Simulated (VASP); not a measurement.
# Hg (P6_3/mmc) in VASP: further runs, part 2 of 2

VASP 6.6.1. Earlier steps stand in the parts before.

## 4. Single point, PBEsol (volume scaled by 0.88)

File INCAR:

```
SYSTEM = Hg
  ALGO = Normal
  EDIFF = 1E-7
  ENCUT = 520
  GGA = PS
  ISIF = 2
  ISMEAR = -1
  LASPH = .TRUE.
  LCHARG = .FALSE.
  LREAL = .FALSE.
  LWAVE = .FALSE.
  NBANDS = 19
  NELM = 60
  PREC = Accurate
  SIGMA = 0.1
```

File KPOINTS:

```
k-points
0
G
  19 19 10
  0 0 0
```

File POSCAR:

```
Hg
1.0
    3.0572384247      0.0000000000      0.0000000000
   -1.5286192124      2.6476461412      0.0000000000
    0.0000000000      0.0000000000      5.1253606962
Hg
2
Direct
    0.3333333333      0.6666666667      0.2500000000
    0.6666666667      0.3333333333      0.7500000000
```

Potentials or basis: VASP PAW PBE potentials, release 64 (Hg).

Command:

```sh
$ cat potpaw_PBE.64/Hg/POTCAR > POTCAR
$ mpirun -np 1 vasp_std > vasp.out
```

OUTCAR:

```text
SYSTEM = Hg
   EDIFF = 1E-7
   ENCUT = 520
   GGA = PS
   ISIF = 2
   ISMEAR = -1
   LASPH = .TRUE.
   LREAL = .FALSE.
   NELM = 60
   PREC = Accurate

 ion  position               nearest neighbor table
   1  0.333  0.667  0.250-   2 3.11   2 3.11   2 3.11   2 3.11   2 3.11   2 3.11
   2  0.667  0.333  0.750-   1 3.11   1 3.11   1 3.11   1 3.11   1 3.11   1 3.11

  LATTYP: Found a hexagonal cell.
 ALAT       =     3.0572384247
 C/A-ratio  =     1.6764674468

  Lattice vectors:

 A1 = (   3.0572384247,   0.0000000000,   0.0000000000)
 A2 = (  -1.5286192124,   2.6476461412,   0.0000000000)
 A3 = (   0.0000000000,   0.0000000000,   5.1253606962)

Analysis of symmetry for initial positions (statically):
=====================================================================
 Subroutine PRICEL returns:
 Original cell was already a primitive cell.

 Routine SETGRP: Setting up the symmetry group for a
 hexagonal supercell.

 Subroutine GETGRP returns: Found 24 space group operations
 (whereof 12 operations were pure point group operations)
 out of a pool of 24 trial point group operations.
[... 161 lines left out ...]
  free energy    TOTEN  =        -0.97066597 eV

  energy without entropy =       -0.94476723  energy(sigma->0) =       -0.95771660

 E-fermi :   3.7231     XC(G=0): -11.7733

 val. band max:        3.7153673078   @ k =   0.3684   0.0000   0.0000
 cond. band min:       3.7264155856   @ k =   0.2632   0.1579   0.0000
 fundamental gap:      0.0110482778
 Fermi energy:         3.7231221498

 k-point     1 :       0.0000    0.0000    0.0000
  band No.  band energies     occupation
      1      -6.5706      2.00000
      2      -5.1891      2.00000
      3      -3.8807      2.00000
      4      -3.7124      2.00000
      5      -3.7124      2.00000
      6      -3.5487      2.00000
[... 505 lines left out ...]
      6      -3.3686      2.00000
[... 11 lines left out ...]
     18      16.2771      0.00000
     19      16.4828      0.00000

 [... further k-points ...]

------------------------ aborting loop because EDIFF is reached ----------------------------------------

  FORCE on cell =-STRESS in cart. coord.  units (eV):
  Direction    XX          YY          ZZ          XY          YZ          ZX
  --------------------------------------------------------------------------------------
  -------------------------------------------------------------------------------------
  Total        1.9509031      1.9509031      2.0292068     -0.0000000     -0.0000000      0.0000000
  in kB       75.3412105     75.3412105     78.3651918     -0.0000000     -0.0000000      0.0000000
  external PRESSURE =      76.3492043 kB  Pullay stress =       0.0000000 kB

 VOLUME and BASIS-vectors are now :
 -----------------------------------------------------------------------------
  energy-cutoff  :      520.00
  volume of cell :       41.49
      direct lattice vectors                 reciprocal lattice vectors
     3.057238425  0.000000000  0.000000000     0.327092579  0.188846988  0.000000000
    -1.528619212  2.647646141  0.000000000     0.000000000  0.377693977  0.000000000
     0.000000000  0.000000000  5.125360696     0.000000000  0.000000000  0.195108220

 POSITION                                       TOTAL-FORCE (eV/Angst)
 -----------------------------------------------------------------------------------
     -0.00000      1.76510      1.28134        -0.000000      0.000000      0.000000
      1.52862      0.88255      3.84402         0.000000      0.000000      0.000000
 -----------------------------------------------------------------------------------
    total drift:                               -0.000000      0.000000     -0.000000

  FREE ENERGIE OF THE ION-ELECTRON SYSTEM (eV)
  ---------------------------------------------------
  free  energy   TOTEN  =        -0.9706659722 eV

  energy  without entropy=       -0.9447672302  energy(sigma->0) =       -0.95771660
```

stdout:

```text
POSCAR found type information on POSCAR Hg
 POSCAR found :  1 types and       2 ions
 scaLAPACK will be used
 -----------------------------------------------------------------------------
|                                                                             |
|                                                                             |
|     You enforced a specific xc type in the INCAR file but a different       |
|     I HOPE YOU KNOW WHAT YOU ARE DOING!                                     |
|                                                                             |
 -----------------------------------------------------------------------------

 LDA part: xc-table for (Slater+PW92), standard interpolation
 POSCAR, INCAR and KPOINTS ok, starting setup
 FFT: planning ... GRIDC
 FFT: planning ... GRID_SOFT
 FFT: planning ... GRID
 WAVECAR not read
 entering main loop
```

It took 75 s on 1 thread of AMD EPYC 9R45 (Zen 5), shared host; peak memory 0.25 GiB.

Results:

```
Free energy            : -0.9707 eV
Pressure               : 7.6 GPa
Band gap on the k mesh : zero (band 12 reaches 4.11 eV, above the bottom of band 13 at 2.06 eV)
```

Stress tensor (GPa, compression positive):
```
7.53 0.00 0.00
0.00 7.53 0.00
0.00 0.00 7.84
```

Levels at points of the mesh, in eV from the Fermi level:
```csv
k point,band 8,band 9,band 10,band 11,band 12,band 13,band 14,band 15,band 16,band 17
"(0.00, 0.00, 0.00)",-6.88,-6.88,-6.09,-6.09,-2.46,-1.66,13.42,14.09,14.09,14.16
"(0.00, 0.00, 0.50)",-7.24,-6.37,-6.37,-6.37,-6.37,6.63,6.63,13.70,13.70,15.07
```

Caveat: the PAW data sets were made with another functional, which shifts forces and pressure a little; spin-orbit coupling is left out, which moves the levels of the heavy elements.

## 5. Overview

```csv
task,cell,k mesh,cutoff (eV),gap on the mesh (eV),pressure (GPa)
single point,"a = 3.190, b = 3.190, c = 5.348 Å, angles 90.0, 90.0, 120.0°, 2 atoms",11 × 11 × 6,520,none,0.3
relaxation of cell and atoms,"relaxed from a = 3.195, b = 3.195, c = 5.218 Å, angles 90.0, 90.0, 120.0°, 2 atoms",11 × 11 × 6,600,none,0.0
single point,"a = 3.057, b = 3.057, c = 5.125 Å, angles 90.0, 90.0, 120.0°, 2 atoms",19 × 19 × 10,520,none,7.6
```

Alike in all rows: level PBEsol; potentials or basis VASP PAW PBE potentials, release 64 (Hg); no spin polarisation; smearing fermi-dirac 0.1 eV.

Caveats: the PAW data sets were made with another functional, which shifts forces and pressure a little; spin-orbit coupling is left out, which moves the levels of the heavy elements.

Total energies depend on the potentials used, so only differences within one code and one set of settings carry meaning.
